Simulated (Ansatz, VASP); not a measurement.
Ge: VASP beside Ansatz

INCAR

```
PREC     = Accurate       # precision mode
ENCUT    = 600            # plane-wave cutoff, eV
EDIFF    = 1E-7           # SCF threshold, eV
ISMEAR   = 0              # smearing method
SIGMA    = 0.1            # smearing width, eV
LREAL    = False          # projectors in reciprocal space
LASPH    = True           # aspherical terms in the spheres
NELM     = 100            # most SCF steps
ALGO     = Normal         # electronic algorithm
ISIF     = 3              # what is computed and relaxed
LWAVE    = False          # write WAVECAR
LCHARG   = False          # write CHGCAR
GGA      = PE             # functional
IBRION   = 2              # ionic algorithm
NSW      = 90             # ionic steps
EDIFFG   = -0.04          # ionic threshold
```

KPOINTS

```
regular mesh
0
Gamma
  4 6 4
```

POSCAR

```
Ge
1.0
    7.3238486200      0.0000000000      0.0000000000
    0.0000000000      3.5193815900      0.0000000000
    0.0000000000      0.0000000000      5.0504609300
Ge
6
Direct
    0.4130875300      0.5000000000      0.2018806100
    0.5869124700      0.5000000000      0.7981193900
    0.9130875300      0.5000000000      0.7981193900
    0.0869124700      0.5000000000      0.2018806100
    0.0000000000      0.0000000000      0.5000000000
    0.5000000000      0.0000000000      0.5000000000
```

Input for Ansatz:

```yaml
crystal:
  lattice:
    - [7.32384862, 0.0, 0.0]
    - [0.0, 3.51938159, 0.0]
    - [0.0, 0.0, 5.05046093]
  atoms:
    - { symbol: Ge, position: [0.41308753, 0.5, 0.20188061] }
    - { symbol: Ge, position: [0.58691247, 0.5, 0.79811939] }
    - { symbol: Ge, position: [0.91308753, 0.5, 0.79811939] }
    - { symbol: Ge, position: [0.08691247, 0.5, 0.20188061] }
    - { symbol: Ge, position: [0.0, 0.0, 0.5] }
    - { symbol: Ge, position: [0.5, 0.0, 0.5] }
basis:
  ecutwfc: 420
kpoints:
  mp_grid: { grid: [4, 6, 4] }
hamiltonian:
  xc: pbe
scf:
  occupations: { method: gaussian, width: 0.1 }
  lower_state_search: "off"
output:
  forces: true
  stress: true
  eigenvalues: true
relax:
  adjacent_minimum: "off"
  f_tol: 0.04
  max_steps: 70
  cell: { stress_tol: 0.4 }
```

Alike in both runs: task relaxation of cell and atoms; functional PBE; k mesh 4 × 6 × 4; occupations gaussian, width 0.1 eV; no spin polarisation.

|  | VASP | Ansatz |
| --- | --- | --- |
| version | VASP 6.6.1 | Ansatz 0.2.0 |
| potentials or method | VASP PAW PBE potentials, release 64 (Ge_d), cutoff 600 eV | scalar-relativistic, plane waves, PAW |
| valence electrons in the cell | 84 | 84 |

|  | VASP | Ansatz | Ansatz less VASP |
| --- | --- | --- | --- |
| gap on the k mesh at the Fermi level, each at its own relaxed structure (eV) | none | none | - |
| relaxed volume (Å³/atom) | 23.28 | 23.30 | +0.023 |
| relaxed cell length with the largest relative difference (Å) | 5.994 | 6.001 | +0.0066 |

A gap of «none» marks a metal or a gap that the smearing closes.
